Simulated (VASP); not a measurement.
Write the native input for VASP 6.6.1 that does the following.

```
Task                   : single point
Functional             : PBE
Potentials or basis    : VASP PAW PBE potentials, release 64 (Ga_d, P, As)
Cutoff                 : 520 eV
k mesh                 : 4 × 2 × 2
Occupations            : gaussian, width 0.1 eV
Spin                   : no spin polarisation
Dipole correction      : no
Further INCAR settings : ALGO = Normal; EDIFF = 1e-06; NBANDS = 46
```

The structure of Ga4AsP3 lies in POSCAR:

```
Ga4AsP3
1.0
   -3.9480243268      0.0001303604      0.0001231003
   -0.0002670799      3.9510534608      5.5187570623
   -0.0000001638      3.9507535663     -5.5188176184
Ga P As
4 3 1
Direct
   -0.0008495851      0.9953632522      0.0047162291
    0.5009583863      0.5074426148      0.0033983899
    0.4998525555      0.9965853619      0.4929144085
   -0.0000151837      0.4994339495      0.5001303969
    0.0008997817      0.6255924110      0.8749912431
   -0.0001671275      0.1246293601      0.3744649031
    0.5000423230      0.6248166722      0.3751446210
    0.4992788498      0.1261363783      0.8742398086
```

The input as run:

INCAR

```
  ALGO = Normal
  EDIFF = 1E-6
  ENCUT = 520
  GGA = PE
  ISIF = 2
  ISMEAR = 0
  LASPH = True
  LCHARG = True
  LELF = True
  LREAL = False
  LVHAR = True
  LWAVE = False
  NBANDS = 46
  NELM = 100
  PREC = Accurate
  SIGMA = 0.1
```

KPOINTS

```
k-points
0
Gamma
  4 2 2
```

Potentials or basis: VASP PAW PBE potentials, release 64 (Ga_d, P, As).

Launch:

```console
$ cat potpaw_PBE.64/Ga_d/POTCAR potpaw_PBE.64/P/POTCAR potpaw_PBE.64/As/POTCAR > POTCAR
$ mpirun -np 1 vasp_std > vasp.out
```

It gave:

| Item | Value |
| --- | --- |
| Pressure | 0.1 GPa |
| Largest force | 0.021 eV/Å |
| Band gap on the k mesh | 1.10 eV, direct |

Caveat: the k points lie up to 0.49 Å⁻¹ apart.

Wall time 48 s on 1 thread of Intel(R) Xeon(R) 6975P-C (Granite Rapids), with other jobs on the host, peak memory 0.29 GiB.
